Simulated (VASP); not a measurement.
The system is Sb.

```xyz
1
Lattice="3.1600 0.0000 0.0000 0.0000 3.1600 0.0000 0.0000 0.0000 3.1600" Properties=species:S:1:pos:R:3 pbc="T T T"
Sb    0.0000    0.0000    0.0000
```

| Property | Result |
| --- | --- |
| Program | VASP 6.6.1 |
| Task | relaxation of cell and atoms |
| Functional | BLYP |
| Potentials or basis | VASP PAW PBE potentials, release 64 (Sb) |
| Cutoff | 600 eV |
| k mesh | 8 × 8 × 8 |
| Occupations | fermi-dirac, width 0.05 eV |
| Spin | no spin polarisation |

At the start: pressure 1.9 GPa; volume 31.55 Å³/atom.

Q: Where does the relaxation end?

A: Over 3 steps the energy falls by 6.8 meV/atom and the volume is 32.77 Å³/atom (+3.9 %); space group Pm-3m (No. 221, to 0.05 Å).

The path:
| step | energy change (eV) | largest force (eV/Å) | pressure (GPa) | volume (Å³) |
| --- | --- | --- | --- | --- |
| 1 | 0.0000 | 0.0000 | 1.86 | 31.55 |
| 2 | -0.0058 | 0.0000 | -0.63 | 33.26 |
| 3 | -0.0068 | 0.0000 | 0.00 | 32.77 |

Final structure:
```xyz
1
Lattice="3.2001 0.0000 0.0000 0.0000 3.2001 0.0000 0.0000 0.0000 3.2001" Properties=species:S:1:pos:R:3 pbc="T T T"
Sb    0.0000    0.0000    0.0000
```

Caveat: the PAW data sets were made with another functional, which shifts forces and pressure a little.
